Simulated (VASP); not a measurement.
# BeCd2 in VASP: single point with PBE

Aim: the single point of BeCd2 with PBE.

Program: VASP 6.6.1. These are calculated values, not measurements. Logs are shortened: lines on timing, memory, paths and dates and some standing lists are left out, and cuts for length are marked.

### Step 1. The cell of the first run

The cell holds a sheet with vacuum, 3 atoms: a = 5.085 Å, b = 5.085 Å, c = 14.000 Å, α = 90.00°, β = 90.00°, γ = 90.00°.

### Step 2. Single point, PBE

Input file INCAR:

```
  PREC = Accurate
  ENCUT = 520
  EDIFF = 1E-7
  ISMEAR = 0
  SIGMA = 0.1
  LREAL = F
  LASPH = T
  NELM = 100
  ALGO = Normal
  ISIF = 2
  LWAVE = F
  LCHARG = F
  LDIPOL = T
  IDIPOL = 3
  DIPOL = 0.5 0.5 0.500
  GGA = PE
  NBANDS = 20
```

Input file KPOINTS:

```
Automatic mesh
0
Gamma
  4 4 1
```

Input file POSCAR:

```
BeCd2
1.0
    5.0846510000      0.0000000000      0.0000000000
    0.0000000000      5.0846510000      0.0000000000
    0.0000000000      0.0000000000     14.0000000000
Be Cd
1 2
Direct
    0.0000000000      0.0000000000      0.5000000000
    0.0000000000      0.5000000000      0.5000000000
    0.5000000000      0.0000000000      0.5000000000
```

Potentials or basis: VASP PAW PBE potentials, release 64 (Be, Cd).

Launch:

```bash
cat potpaw_PBE.64/Be/POTCAR potpaw_PBE.64/Cd/POTCAR > POTCAR
mpirun -np 1 vasp_std > vasp.out
```

OUTCAR:

```text
PREC = Accurate
   ENCUT = 520
   EDIFF = 1E-7
   ISMEAR = 0
   LREAL = F
   LASPH = T
   NELM = 100
   ISIF = 2
   GGA = PE

 ion  position               nearest neighbor table
   1  0.000  0.000  0.500-   2 2.54   3 2.54   2 2.54   3 2.54
   2  0.000  0.500  0.500-   1 2.54   1 2.54   3 3.60   3 3.60   3 3.60   3 3.60
   3  0.500  0.000  0.500-   1 2.54   1 2.54   2 3.60   2 3.60   2 3.60   2 3.60

  LATTYP: Found a simple tetragonal cell.
 ALAT       =     5.0846510000
 C/A-ratio  =     2.7533846472

  Lattice vectors:

 A1 = (   5.0846510000,   0.0000000000,   0.0000000000)
 A2 = (   0.0000000000,   5.0846510000,   0.0000000000)
 A3 = (   0.0000000000,   0.0000000000,  14.0000000000)

Analysis of symmetry for initial positions (statically):
=====================================================================
 Subroutine PRICEL returns:
 Original cell was already a primitive cell.

 Routine SETGRP: Setting up the symmetry group for a
 simple tetragonal supercell.

 Subroutine GETGRP returns: Found 16 space group operations
 (whereof 16 operations were pure point group operations)
 out of a pool of 16 trial point group operations.

The static configuration has the point symmetry D_4h.

Analysis of symmetry for dynamics (positions and initial velocities):
=====================================================================
 Subroutine PRICEL returns:
 Original cell was already a primitive cell.

 Routine SETGRP: Setting up the symmetry group for a
 simple tetragonal supercell.

 Subroutine GETGRP returns: Found 16 space group operations
 (whereof 16 operations were pure point group operations)
 out of a pool of 16 trial point group operations.

The dynamic configuration has the point symmetry D_4h.

 Subroutine INISYM returns: Found 16 space group operations
 (whereof 16 operations are pure point group operations),
 and found     1 'primitive' translations

----------------------------------------------------------------------------------------

                                     Primitive cell

  volume of cell :     361.9515

  direct lattice vectors                    reciprocal lattice vectors
     5.084651000  0.000000000  0.000000000     0.196670332  0.000000000  0.000000000
     0.000000000  5.084651000  0.000000000     0.000000000  0.196670332  0.000000000
     0.000000000  0.000000000 14.000000000     0.000000000  0.000000000  0.071428571

  length of vectors
     5.084651000  5.084651000 14.000000000     0.196670332  0.196670332  0.071428571

  position of ions in fractional coordinates (direct lattice)
     0.000000000  0.000000000  0.500000000
     0.000000000  0.500000000  0.500000000
     0.500000000  0.000000000  0.500000000

  ion indices of the primitive-cell ions
   primitive index   ion index
                 1           1
                 2           2
                 3           3

----------------------------------------------------------------------------------------

 KPOINTS: Automatic mesh

Automatic generation of k-mesh.
 Grid dimensions read from file:
 generate k-points for:    4    4    1

 Generating k-lattice:

  Cartesian coordinates                     Fractional coordinates (reciprocal lattice)
     0.049167583  0.000000000  0.000000000     0.250000000  0.000000000  0.000000000
     0.000000000  0.049167583  0.000000000     0.000000000  0.250000000  0.000000000
     0.000000000  0.000000000  0.071428571     0.000000000  0.000000000  1.000000000

  Length of vectors
     0.049167583  0.049167583  0.071428571

  Shift w.r.t. Gamma in fractional coordinates (k-lattice)
     0.000000000  0.000000000  0.000000000

 Subroutine IBZKPT returns following result:
 ===========================================

 Found      6 irreducible k-points:

 Following reciprocal coordinates:
            Coordinates               Weight
  0.000000  0.000000  0.000000      1.000000
  0.250000  0.000000  0.000000      4.000000
  0.500000  0.000000  0.000000      2.000000
  0.250000  0.250000  0.000000      4.000000
  0.500000  0.250000  0.000000      4.000000
  0.500000  0.500000  0.000000      1.000000
   k-points           NKPTS =      6   k-points in BZ     NKDIM =      6   number of bands    NBANDS=     20
   number of dos      NEDOS =    301   number of ions     NIONS =      3
   total plane-waves  NPLWV = 172800
   dimension x,y,z NGX =    40 NGY =   40 NGZ =  108
   dimension x,y,z NGXF=    80 NGYF=   80 NGZF=  216
   ions per type =               1   2
   NGX,Y,Z   is equivalent  to a cutoff of  13.08, 13.08, 12.82 a.u.
   NGXF,Y,Z  is equivalent  to a cutoff of  26.16, 26.16, 25.65 a.u.
 SYSTEM =  unknown system
   PREC   = accura    normal or accurate (medium, high low for compatibility)
   ISTART =      0    job   : 0-new  1-cont  2-samecut
   ICHARG =      2    charge: 1-file 2-atom 10-const
   ISPIN  =      1    spin polarized calculation?
   LNONCOLLINEAR =      F non collinear calculations
   LSORBIT =      F    spin-orbit coupling
   LASPH  =      T    aspherical Exc in radial PAW
   ENCUT  =  520.0 eV  38.22 Ry    6.18 a.u.   9.45  9.45 26.03*2*pi/ulx,y,z
   NELM   =    100;   NELMIN=  2; NELMDL= -5     # of ELM steps
   EDIFF  = 0.1E-06   stopping-criterion for ELM
   LREAL  =      F    real-space projection
   EDIFFG = 0.1E-05   stopping-criterion for IOM
   NSW    =      0    number of steps for IOM
   IBRION =     -1    ionic relax: 0-MD 1-quasi-New 2-CG
   NFREE  =      0    steps in history (QN), initial steepest desc. (CG)
   ISIF   =      2    stress and relaxation
   ISYM   =      2    0-nonsym 1-usesym 2-fastsym
   POTIM  = 0.5000    time-step for ionic-motion
   TEBEG  =    0.0;   TEEND  =   0.0 temperature during run
   PSTRESS=    0.0 pullay stress
   NELECT =      26.0000    total number of electrons
   NUPDOWN=      -1.0000    fix difference up-down
   EMIN   =  10.00;   EMAX   =-10.00  energy-range for DOS
   EFERMI =   0.00;   METHOD = LEGACY
   ISMEAR =     0;   SIGMA  =   0.10  broadening in eV -4-tet -1-fermi 0-gaus
   EFERMI_NEDOS =   21; number of points for ismear=-14 and -15
   IALGO  =     38    algorithm
   IMIX   =      4    mixing-type and parameters
     AMIX     =   0.40;   BMIX     =  1.00
     AMIX_MAG =   1.60;   BMIX_MAG =  1.00
  volume/ion in A,a.u.               =     120.65       814.19
  Fermi-wavevector in a.u.,A,eV,Ry     =   0.680533  1.286021  6.301200  0.463125
  Thomas-Fermi vector in A             =   1.759051
   LORBIT       =      0    0 simple, 1 ext, 2 COOP (PROOUT), +10 PAW based schemes
   GGA     = PE    functional components
   LHFCALC =     F    Hartree Fock is set to
   AEXX    =    0.0000 exact exchange contribution
   IVDW    =     0    specifies the selected vdW correction
   LEPSILON=     F    determine dielectric tensor
   LRPA    =     F    only Hartree local field effects (RPA)
 non-spin polarized calculation
 Gauss-broadening in eV      SIGMA  =   0.10
  energy-cutoff  :      520.00
  volume of cell :      361.95
 maximum number of plane-waves:      9767
 NGX is ok and might be reduce to    40
   NGX = 19   NGY = 19   NGZ = 53

 number of electron      25.9999984 magnetization

 dipolmoment           0.000000      0.000000      0.000000 electrons x Angstroem

 Free energy of the ion-electron system (eV)
  ---------------------------------------------------
  ext. energy  EPLUGINS =         0.00000000
  ---------------------------------------------------
  free energy    TOTEN  =        -2.71159042 eV

  energy without entropy =       -2.68589898  energy(sigma->0) =       -2.69874470

 E-fermi :  -2.4732     XC(G=0):  -2.8196

 val. band max:       -2.5033168264   @ k =   0.5000   0.5000   0.0000
 cond. band min:      -2.4228011730   @ k =   0.2500   0.0000   0.0000
 fundamental gap:      0.0805156534
 Fermi energy:        -2.4732437394

 k-point     1 :       0.0000    0.0000    0.0000
  band No.  band energies     occupation
      1     -11.4731      2.00000
      2     -11.2586      2.00000
      3     -11.1707      2.00000
      4     -11.1166      2.00000
      5     -11.1166      2.00000
      6     -11.0148      2.00000
[... 12 lines left out ...]
     19       2.0579      0.00000
     20       2.3517      0.00000

 k-point     2 :       0.2500    0.0000    0.0000
  band No.  band energies     occupation
      1     -11.3966      2.00000
      2     -11.1953      2.00000
      3     -11.1356      2.00000
      4     -11.1060      2.00000
      5     -11.0990      2.00000
      6     -11.0651      2.00000
[... 12 lines left out ...]
     19       1.8019      0.00000
     20       1.9969      0.00000

 k-point     3 :       0.5000    0.0000    0.0000
  band No.  band energies     occupation
      1     -11.2376      2.00000
      2     -11.2029      2.00000
      3     -11.0798      2.00000
      4     -11.0655      2.00000
      5     -11.0603      2.00000
      6     -11.0594      2.00000
[... 12 lines left out ...]
     19       1.8339      0.00000
     20       2.0048      0.00000

 k-point     4 :       0.2500    0.2500    0.0000
  band No.  band energies     occupation
      1     -11.3663      2.00000
      2     -11.1637      2.00000
      3     -11.1370      2.00000
      4     -11.1326      2.00000
      5     -11.0733      2.00000
      6     -11.0723      2.00000
[... 12 lines left out ...]
     19       1.2899      0.00000
     20       2.2913      0.00000

 k-point     5 :       0.5000    0.2500    0.0000
  band No.  band energies     occupation
      1     -11.2749      2.00000
      2     -11.2598      2.00000
      3     -11.1422      2.00000
      4     -11.1087      2.00000
      5     -11.0799      2.00000
      6     -11.0767      2.00000
[... 12 lines left out ...]
     19       2.2246      0.00000
     20       2.2585      0.00000

 k-point     6 :       0.5000    0.5000    0.0000
  band No.  band energies     occupation
      1     -11.3063      2.00000
      2     -11.3063      2.00000
      3     -11.1737      2.00000
      4     -11.1306      2.00000
      5     -11.0763      2.00000
      6     -11.0763      2.00000
[... 12 lines left out ...]
     19       3.2058      0.00000
     20       3.2093      0.00000

------------------------ aborting loop because EDIFF is reached ----------------------------------------

 vacuum level on the upper side and lower side of the slab       (xc-potential included)        -0.105        -0.105

  FORCE on cell =-STRESS in cart. coord.  units (eV):
  Direction    XX          YY          ZZ          XY          YZ          ZX
  --------------------------------------------------------------------------------------
  -------------------------------------------------------------------------------------
  Total       -2.9602463     -2.9602463     -0.0000750      0.0000000      0.0000000      0.0000000
  in kB      -13.1035236    -13.1035236     -0.0003318      0.0000000      0.0000000      0.0000000
  external PRESSURE =      -8.7357930 kB  Pullay stress =       0.0000000 kB

 VOLUME and BASIS-vectors are now :
 -----------------------------------------------------------------------------
  energy-cutoff  :      520.00
  volume of cell :      361.95
      direct lattice vectors                 reciprocal lattice vectors
     5.084651000  0.000000000  0.000000000     0.196670332  0.000000000  0.000000000
     0.000000000  5.084651000  0.000000000     0.000000000  0.196670332  0.000000000
     0.000000000  0.000000000 14.000000000     0.000000000  0.000000000  0.071428571

 POSITION                                       TOTAL-FORCE (eV/Angst)
 -----------------------------------------------------------------------------------
      0.00000      0.00000      7.00000         0.000000      0.000000      0.000000
      0.00000      2.54233      7.00000         0.000000      0.000000      0.000000
      2.54233      0.00000      7.00000         0.000000      0.000000      0.000000
 -----------------------------------------------------------------------------------
    total drift:                                0.000000     -0.000000      0.000000

  FREE ENERGIE OF THE ION-ELECTRON SYSTEM (eV)
  ---------------------------------------------------
  free  energy   TOTEN  =        -2.7115904221 eV

  energy  without entropy=       -2.6858989767  energy(sigma->0) =       -2.69874470

 vacuum level on the upper side and lower side of the slab         0.954         0.954
```

Run time: 1.7 min. Hardware: 1 thread of Intel Xeon Platinum 8259CL at 2.50GHz (Skylake/Cascade Lake), shared host; peak memory 0.39 GiB.

What came out:

| Quantity | Value |
| --- | --- |
| Free energy | -2.7116 eV |
| Band gap on the k mesh | zero (band 13 reaches -2.11 eV, above the bottom of band 14 at -2.80 eV) |
